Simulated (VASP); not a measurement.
Here is a VASP 6.6.1 calculation.

Contents of INCAR:

```
SYSTEM = WSe2
PREC = Accurate
ENCUT = 520
EDIFF = 1E-7
ISMEAR = 0
SIGMA = 0.02
LREAL = .FALSE.
LASPH = .TRUE.
NELM = 60
ALGO = Normal
ISIF = 2
LWAVE = .FALSE.
LCHARG = .FALSE.
GGA = PE
IVDW = 12
NBANDS = 35
```

File KPOINTS:

```
Automatic mesh
0
G
  9 9 2
  0 0 0
```

The input POSCAR:

```
WSe2
1.0
    3.2790157617      0.0000000000      0.0000000000
   -1.6395078808      2.8397109490      0.0000000000
    0.0000000000      0.0000000000     12.7885058740
W Se
2 4
Direct
    0.3333333333      0.6666666667      0.2500000000
    0.6666666667      0.3333333333      0.7500000000
    0.3333333333      0.6666666667      0.6182884625
    0.6666666667      0.3333333333      0.1182884625
    0.3333333333      0.6666666667      0.8817115375
    0.6666666667      0.3333333333      0.3817115375
```

Potentials or basis: VASP PAW PBE potentials, release 64 (W_sv, Se).

The run is started by

```console
$ cat potpaw_PBE.64/W_sv/POTCAR potpaw_PBE.64/Se/POTCAR > POTCAR
$ mpirun -np 1 vasp_std > vasp.out
```

**Question.** What does it give for the largest force?

**Answer.** 0.047 eV/Å.

**Question.** Estimate the pressure.

**Answer.** 0.3 GPa.

**Question.** Estimate the band gap on the k mesh.

**Answer.** 0.99 eV, indirect (least direct gap 1.56 eV).

**Question.** Estimate the dispersion energy per atom.

**Answer.** -0.475 eV.

Forces in eV/Å, atoms in the order of the input:
```
W    0.000  0.000  0.000
W    0.000  0.000  0.000
Se   0.000  0.000 -0.047
Se   0.000  0.000 -0.047
Se   0.000  0.000  0.047
Se   0.000  0.000  0.047
```

Caveat: spin-orbit coupling is left out, which moves the levels of the heavy elements.

**Experimental background.**

From “Time-resolved XUV ARPES with tunable 24–33 eV laser pulses at 30 meV resolution”, 2019, pmc:6684652, for a bulk crystal of WSe2: band gap 1.3 eV (indirect).

A measured gap of WSe2 is 1.3 eV (indirect; “Time-resolved XUV ARPES with tunable 24–33 eV laser pulses at 30 meV resolution”, 2019, pmc:6684652); the calculated 0.99 eV misses it by -0.31 eV. Spin-orbit coupling on Se, W is left out. The value is that of PBE+D3(BJ) on a finite k mesh, which can miss the band edges, without temperature or zero-point motion. Semilocal functionals fall short of measured gaps as a rule.
